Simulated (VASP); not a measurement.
Set up this calculation in VASP 6.6.1, as the native input.

```yaml
Task: relaxation of cell and atoms
Functional: RPBE
Potentials_or_basis: VASP PAW PBE potentials, release 64 (Se)
Cutoff: 600 eV
k_mesh: 9 × 9 × 9
Occupations: fermi-dirac, width 0.05 eV
Spin: no spin polarisation
Dipole_correction: no
Further_INCAR_settings: ALGO = Normal; EDIFF = 1e-06; IBRION = 2; EDIFFG = -0.01; NSW = 60; ISIF = 3
```

The structure of Se lies in POSCAR:

```
Se
1.0
    2.8105630200      0.0000000000      0.0000000000
    0.0000000000      2.8105630200      0.0000000000
    0.0000000000      0.0000000000      2.8105630200
Se
1
Direct
    0.0000000000      0.0000000000      0.0000000000
```

The input as run:

INCAR

```
SYSTEM = Se
PREC     = Accurate       ! precision mode
ENCUT    = 600            ! plane-wave cutoff, eV
EDIFF    = 1E-6           ! SCF threshold, eV
ISMEAR   = -1             ! smearing method
SIGMA    = 0.05           ! smearing width, eV
LREAL    = .False.        ! projectors in reciprocal space
LASPH    = .True.         ! aspherical terms in the spheres
NELM     = 80             ! most SCF steps
ALGO     = Normal         ! electronic algorithm
ISIF     = 3              ! what is computed and relaxed
LWAVE    = .False.        ! write WAVECAR
LCHARG   = .False.        ! write CHGCAR
GGA      = RP             ! functional
IBRION   = 2              ! ionic algorithm
NSW      = 60             ! ionic steps
EDIFFG   = -0.01          ! ionic threshold
```

KPOINTS

```
Automatic mesh
0
Gamma
  9 9 9
  0 0 0
```

Potentials or basis: VASP PAW PBE potentials, release 64 (Se).

Run with:

```sh
$ cat potpaw_PBE.64/Se/POTCAR > POTCAR
$ mpirun -np 1 vasp_std > vasp.out
```

Results of the run:

The relaxed volume is 23.42 Å³/atom, the relaxed cell is a = 2.861 Å, b = 2.861 Å, c = 2.861 Å, α = 90.00°, β = 90.00°, γ = 90.00° and the space group after relaxing (to 0.05 Å) is Pm-3m (No. 221). The energy gained by relaxing is 13.8 meV/atom, the ionic steps are 3 and the pressure after relaxing is 0.0 GPa. The band gap on the k mesh is zero (band 3 reaches 6.99 eV, above the bottom of band 4 at 1.28 eV).

Caveat: the PAW data sets were made with another functional, which shifts forces and pressure a little.

Run time: 6.7 s on 1 thread of Intel(R) Xeon(R) Platinum 8488C (Sapphire Rapids), with other jobs on the host, peak memory 0.14 GiB.
